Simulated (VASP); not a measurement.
Wanted: the native input for a VASP 6.6.1 run.

```
Task                   : single point
Functional             : PBE
Potentials or basis    : VASP PAW PBE potentials, release 64 (Sn_d, H)
Cutoff                 : 520 eV
k mesh                 : 6 × 6 × 4
Occupations            : gaussian, width 0.1 eV
Spin                   : no spin polarisation
Dipole correction      : no
Further INCAR settings : ALGO = Normal; EDIFF = 1e-07; NBANDS = 18
```

The structure of SnH5 lies in POSCAR:

```
SnH5
1.0
    3.9052391200      0.0000000000      0.0000000000
   -1.9526195600      3.3820362800      0.0000000000
    0.0000000000      0.0000000000      5.4929249900
Sn H
1 5
Direct
    0.6666666700      0.3333333300      0.0000000000
    0.0000000000      0.0000000000      0.0000000000
    0.0000000000      0.0000000000      0.2040403000
    0.0000000000      0.0000000000      0.7959597000
    0.0000000000      0.0000000000      0.6219513200
    0.0000000000      0.0000000000      0.3780486800
```

The cell was generated, and may not be a known phase.

One way to write it, as run:

INCAR

```
PREC = Accurate
ENCUT = 520
EDIFF = 1E-7
ISMEAR = 0
SIGMA = 0.1
LREAL = F
LASPH = T
NELM = 60
ALGO = Normal
ISIF = 2
LWAVE = F
LCHARG = F
GGA = PE
NBANDS = 18
```

KPOINTS

```
Automatic mesh
0
Gamma
  6 6 4
```

Potentials or basis: VASP PAW PBE potentials, release 64 (Sn_d, H).

Command:

```bash
$ cat potpaw_PBE.64/Sn_d/POTCAR potpaw_PBE.64/H/POTCAR > POTCAR
$ mpirun -np 1 vasp_std > vasp.out
```

Results of the run:

```yaml
Pressure: 1.6 GPa
Largest_force: 2.071 eV/Å
Band_gap_on_the_k_mesh: zero (an odd number of electrons rules out a gap without spin polarisation)
```

Caveat: spin-orbit coupling is left out, which moves the levels of the heavy elements; forces of over 1 eV/Å act on the atoms, so gaps and moduli don't describe the material at rest.

It took 40 s on 1 thread of AMD EPYC 7R13, with other jobs on the host, peak memory 0.16 GiB.
